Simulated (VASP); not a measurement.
# HgH3 (P-6m2) in VASP: further runs, part 2 of 2

VASP 6.6.1. The steps go on from the part before.

### Step 3. Single point, PBE

This run uses another cell than the first one, of 13.41 Å³/atom.

The input, INCAR:

```
SYSTEM = HgH3
  ALGO = Normal
  EDIFF = 1E-6
  ENCUT = 520
  GGA = PE
  ISIF = 2
  ISMEAR = 0
  LASPH = .TRUE.
  LCHARG = .TRUE.
  LELF = .TRUE.
  LREAL = .FALSE.
  LVHAR = .TRUE.
  LWAVE = .FALSE.
  NBANDS = 16
  NELM = 80
  PREC = Accurate
  SIGMA = 0.1
```

The input, KPOINTS:

```
k-points
0
G
  6 6 4
  0 0 0
```

The input, POSCAR:

```
HgH3
1.0
    3.7204137200      0.0000000000      0.0000000000
   -1.8602068600      3.2219728000      0.0000000000
    0.0000000000      0.0000000000      4.4735738400
Hg H
1 3
Direct
    0.0000000000      0.0000000000      0.0000000000
    0.8147562300      0.1852437700      0.5000000000
    0.8147562300      0.6295124600      0.5000000000
    0.3704875400      0.1852437700      0.5000000000
```

Potentials or basis: VASP PAW PBE potentials, release 64 (Hg, H).

Run with:

```
> cat potpaw_PBE.64/Hg/POTCAR potpaw_PBE.64/H/POTCAR > POTCAR
> mpirun -np 1 vasp_std > vasp.out
```

OUTCAR:

```text
SYSTEM = HgH3
   EDIFF = 1E-6
   ENCUT = 520
   GGA = PE
   ISIF = 2
   ISMEAR = 0
   LASPH = .TRUE.
   LREAL = .FALSE.
   NELM = 80
   PREC = Accurate

 ion  position               nearest neighbor table
   1  0.000  0.000  0.000-
   2  0.815  0.185  0.500-
   3  0.815  0.630  0.500-
   4  0.370  0.185  0.500-

  LATTYP: Found a hexagonal cell.
 ALAT       =     3.7204137200
 C/A-ratio  =     1.2024398835

  Lattice vectors:

 A1 = (   3.7204137200,   0.0000000000,   0.0000000000)
 A2 = (  -1.8602068600,   3.2219728000,   0.0000000000)
 A3 = (   0.0000000000,   0.0000000000,   4.4735738400)

Analysis of symmetry for initial positions (statically):
=====================================================================
 Subroutine PRICEL returns:
 Original cell was already a primitive cell.

 Routine SETGRP: Setting up the symmetry group for a
 hexagonal supercell.

 Subroutine GETGRP returns: Found 12 space group operations
 (whereof 12 operations were pure point group operations)
 out of a pool of 24 trial point group operations.

The static configuration has the point symmetry D_3h.

Analysis of symmetry for dynamics (positions and initial velocities):
=====================================================================
 Subroutine PRICEL returns:
 Original cell was already a primitive cell.

 Routine SETGRP: Setting up the symmetry group for a
 hexagonal supercell.

 Subroutine GETGRP returns: Found 12 space group operations
 (whereof 12 operations were pure point group operations)
 out of a pool of 24 trial point group operations.

The dynamic configuration has the point symmetry D_3h.

 Subroutine INISYM returns: Found 12 space group operations
 (whereof 12 operations are pure point group operations),
 and found     1 'primitive' translations

[... 115 lines left out ...]
  volume/ion in A,a.u.               =      13.41        90.47
  Fermi-wavevector in a.u.,A,eV,Ry     =   1.070654  2.023244 15.596373  1.146301
  Thomas-Fermi vector in A             =   2.206371
   LORBIT       =      0    0 simple, 1 ext, 2 COOP (PROOUT), +10 PAW based schemes
   GGA     = PE    functional components
   LHFCALC =     F    Hartree Fock is set to
   AEXX    =    0.0000 exact exchange contribution
   IVDW    =     0    specifies the selected vdW correction
   LEPSILON=     F    determine dielectric tensor
   LRPA    =     F    only Hartree local field effects (RPA)
 non-spin polarized calculation
 Gauss-broadening in eV      SIGMA  =   0.10
  energy-cutoff  :      520.00
  volume of cell :       53.63
 maximum number of plane-waves:      1467
 NGX is ok and might be reduce to    28
   NGX = 13   NGY = 13   NGZ = 17

 number of electron      15.0000001 magnetization

 Free energy of the ion-electron system (eV)
  ---------------------------------------------------
  ext. energy  EPLUGINS =         0.00000000
  ---------------------------------------------------
  free energy    TOTEN  =        -6.06852327 eV

  energy without entropy =       -6.05735193  energy(sigma->0) =       -6.06293760

 E-fermi :  -0.4640     XC(G=0):  -8.6099

 val. band max:       -0.5019411044   @ k =   0.1667   0.1667   0.2500
 cond. band min:      -0.3638268502   @ k =   0.5000   0.0000   0.2500
 fundamental gap:      0.1381142542
 Fermi energy:        -0.4640138752

 k-point     1 :       0.0000    0.0000    0.0000
  band No.  band energies     occupation
      1      -8.6374      2.00000
      2      -6.6262      2.00000
      3      -6.4372      2.00000
      4      -6.4372      2.00000
      5      -6.1919      2.00000
      6      -6.1919      2.00000
[... 376 lines left out ...]
      3      -6.3053      2.00000
      4      -6.2916      2.00000
      5      -6.2047      2.00000
      6      -3.8402      2.00000
[... 8 lines left out ...]
     15      15.5595      0.00000
     16      15.6449      0.00000

------------------------ aborting loop because EDIFF is reached ----------------------------------------

  FORCE on cell =-STRESS in cart. coord.  units (eV):
  Direction    XX          YY          ZZ          XY          YZ          ZX
  --------------------------------------------------------------------------------------
  -------------------------------------------------------------------------------------
  Total       -3.6395450     -3.6395451     -1.1711298      0.0000000     -0.0000000      0.0000000
  in kB     -108.7401591   -108.7401595    -34.9903179      0.0000000     -0.0000000      0.0000000
  external PRESSURE =     -84.1568788 kB  Pullay stress =       0.0000000 kB

 VOLUME and BASIS-vectors are now :
 -----------------------------------------------------------------------------
  energy-cutoff  :      520.00
  volume of cell :       53.63
      direct lattice vectors                 reciprocal lattice vectors
     3.720413720  0.000000000  0.000000000     0.268787311  0.155184426  0.000000000
    -1.860206860  3.221972800  0.000000000     0.000000000  0.310368852  0.000000000
     0.000000000  0.000000000  4.473573840     0.000000000  0.000000000  0.223534927

 POSITION                                       TOTAL-FORCE (eV/Angst)
 -----------------------------------------------------------------------------------
      0.00000      0.00000      0.00000         0.000000     -0.000000      0.000000
      2.68664      0.59685      2.23679        -0.809379      0.467295     -0.000000
      1.86021      2.02827      2.23679         0.000000     -0.934590      0.000000
      1.03378      0.59685      2.23679         0.809379      0.467295     -0.000000
 -----------------------------------------------------------------------------------
    total drift:                               -0.000000      0.000000      0.000000

  FREE ENERGIE OF THE ION-ELECTRON SYSTEM (eV)
  ---------------------------------------------------
  free  energy   TOTEN  =        -6.0685232733 eV

  energy  without entropy=       -6.0573519317  energy(sigma->0) =       -6.06293760
```

Run time: 8.1 s. Hardware: 1 thread of Intel Xeon 6975P-C (Granite Rapids), shared host; peak memory 0.17 GiB.

What came out:

```
Free energy            : -6.0685 eV
Pressure               : -8.4 GPa
Largest force          : 0.935 eV/Å
Band gap on the k mesh : zero (an odd number of electrons rules out a gap without spin polarisation)
```

Forces in eV/Å, atoms in the order of the input:
```
Hg   0.000  0.000  0.000
H   -0.809  0.467  0.000
H    0.000 -0.935  0.000
H    0.809  0.467  0.000
```

Caveat: the stress differs along the axes, from -11 to -3 GPa; spin-orbit coupling is left out, which moves the levels of the heavy elements.

The gap in the log of VASP goes by the Fermi energy; the results here count the filled bands.